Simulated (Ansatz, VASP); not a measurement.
HfO2: VASP beside Ansatz

File POSCAR:

```
HfO2
1.0
    5.2465062900      0.0000000000      0.0000000000
    0.0000000000      5.0303689240      0.0000000000
    0.0000000000      0.0000000000      5.0592990150
Hf O
4 8
Direct
    0.0325089808      0.2670184293      0.2410876055
    0.4674910192      0.2670184293      0.7410876055
    0.5325089808      0.7329815707      0.2410876055
    0.9674910192      0.7329815707      0.7410876055
    0.3670347797      0.0700141024      0.3807674676
    0.1329652203      0.0700141024      0.8807674676
    0.7321736821      0.4610933070      0.4911449269
    0.7678263179      0.4610933070      0.9911449269
    0.2678263179      0.5389066930      0.9911449269
    0.2321736821      0.5389066930      0.4911449269
    0.8670347797      0.9299858976      0.3807674676
    0.6329652203      0.9299858976      0.8807674676
```

Contents of INCAR.step1:

```
SYSTEM = HfO2
PREC     = Accurate       ! precision mode
ENCUT    = 520            ! plane-wave cutoff, eV
ISMEAR   = 0              ! smearing method
SIGMA    = 0.01           ! smearing width, eV
LREAL    = .FALSE.        ! projectors in reciprocal space
LASPH    = .TRUE.         ! aspherical terms in the spheres
NELM     = 80             ! most SCF steps
NBANDS   = 56             ! bands
GGA      = PE             ! functional
ALGO     = Normal         ! electronic algorithm
EDIFF    = 1E-4           ! SCF threshold, eV
LWAVE    = .TRUE.         ! write WAVECAR
LCHARG   = .FALSE.        ! write CHGCAR
```

Contents of INCAR.step2:

```
SYSTEM = HfO2
PREC     = Accurate       ! precision mode
ENCUT    = 520            ! plane-wave cutoff, eV
EDIFF    = 1E-6           ! SCF threshold, eV
ISMEAR   = 0              ! smearing method
SIGMA    = 0.01           ! smearing width, eV
LREAL    = .FALSE.        ! projectors in reciprocal space
LASPH    = .TRUE.         ! aspherical terms in the spheres
NELM     = 80             ! most SCF steps
ALGO     = Normal         ! electronic algorithm
ISIF     = 2              ! what is computed and relaxed
LWAVE    = .FALSE.        ! write WAVECAR
LCHARG   = .FALSE.        ! write CHGCAR
METAGGA  = R2SCAN         ! meta-GGA
LMIXTAU  = .TRUE.       
NBANDS   = 56             ! bands
ISTART   = 1
```

Contents of KPOINTS:

```
Automatic mesh
0
G
  6 6 6
  0 0 0
```

Input for Ansatz:

```yaml
crystal:
  lattice:
    - [5.24650629, 0.0, 0.0]
    - [0.0, 5.030368924, 0.0]
    - [0.0, 0.0, 5.059299015]
  atoms:
    - { symbol: Hf, position: [0.0325089808, 0.2670184293, 0.2410876055] }
    - { symbol: Hf, position: [0.4674910192, 0.2670184293, 0.7410876055] }
    - { symbol: Hf, position: [0.5325089808, 0.7329815707, 0.2410876055] }
    - { symbol: Hf, position: [0.9674910192, 0.7329815707, 0.7410876055] }
    - { symbol: O, position: [0.3670347797, 0.0700141024, 0.3807674676] }
    - { symbol: O, position: [0.1329652203, 0.0700141024, 0.8807674676] }
    - { symbol: O, position: [0.7321736821, 0.461093307, 0.4911449269] }
    - { symbol: O, position: [0.7678263179, 0.461093307, 0.9911449269] }
    - { symbol: O, position: [0.2678263179, 0.538906693, 0.9911449269] }
    - { symbol: O, position: [0.2321736821, 0.538906693, 0.4911449269] }
    - { symbol: O, position: [0.8670347797, 0.9299858976, 0.3807674676] }
    - { symbol: O, position: [0.6329652203, 0.9299858976, 0.8807674676] }
kpoints:
  mp_grid: { grid: [6, 6, 6] }
  band_path:
    path:
      - [0.0, 0.0, 0.0]
      - [0.5, 0.0, 0.0]
      - [0.5, 0.5, 0.0]
      - [0.0, 0.5, 0.0]
      - [0.0, 0.0, 0.5]
      - [0.5, 0.0, 0.5]
      - [0.5, 0.5, 0.5]
      - [0.0, 0.5, 0.5]
      - [0.1, 0.5, 0.0]
      - [0.265625, -0.5, 0.354167]
    npoints: 1
hamiltonian:
  xc: r2scan
scf:
  occupations: { method: fixed }
  n_extra_bands: 7
output:
  forces: true
  stress: true
  eigenvalues: true
```

Alike in both runs: task single point; functional r2SCAN; k mesh 6 × 6 × 6; no spin polarisation.

|  | VASP | Ansatz |
| --- | --- | --- |
| version | VASP 6.6.1 | Ansatz 0.2.0 |
| potentials or method | VASP PAW PBE potentials, release 64 (Hf_pv, O) | plane waves, PAW |
| plane-wave cutoff (eV) | 520 | 500 |
| occupations | gaussian, width 0.01 eV | fixed |
| valence electrons in the cell | 88 | 152 |

```tsv
	VASP	Ansatz	Ansatz less VASP
gap on the k mesh at the Fermi level (eV)	4.91	4.96	+0.048
pressure (GPa)	-3.5	0.0	+3.55
traceless stress, the component that is largest in VASP (GPa)	0.10	0.00	-0.099
rms of the force components (eV/Å)	0.030	0.001	-0.0295
```

VASP's potentials were made for PBE, not for r2SCAN. Atom by atom the forces differ by 0.030 eV/Å (rms over components). VASP's potentials hold 88 valence electrons a cell and Ansatz's 152, so a difference there can come from the potentials and not from the codes.

Neither program's run includes spin-orbit coupling.
